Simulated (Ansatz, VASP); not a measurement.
**Si4Mo2C: VASP beside Ansatz**

```
CELL_PARAMETERS angstrom
3.21697 0.00000 0.00000
0.00000 3.21697 0.00000
0.00000 0.00000 23.37880
ATOMIC_POSITIONS crystal
Si 0.00000 0.00000 0.17110
Si 0.00000 0.00000 0.28216
Si 0.50000 0.50000 0.33631
Si 0.50000 0.50000 0.44394
Mo 0.50000 0.50000 0.22663
Mo 0.00000 0.00000 0.39238
C 0.00000 0.00000 0.46918
```

Alike in both runs: task single point; functional PBE; k mesh 8 × 8 × 1; occupations gaussian, width 0.1 eV; collinear spin.

|  | VASP | Ansatz |
| --- | --- | --- |
| version | VASP 6.6.1 | Ansatz 0.2.0 |
| potentials or method | VASP PAW PBE potentials, release 64 (Si, Mo_sv, C), cutoff 520 eV | scalar-relativistic, plane waves, PAW |
| valence electrons in the cell | 48 | 48 |

```tsv
	VASP	Ansatz	Ansatz less VASP
gap on the k mesh at the Fermi level (eV)	none	none	-
rms of the force components (eV/Å)	1.520	1.506	-0.0135
net moment per atom (μB)	0.00	0.00	0.000
```

A gap of «none» marks a metal or a gap that the smearing closes. Ansatz's warnings: seeded moment not kept.
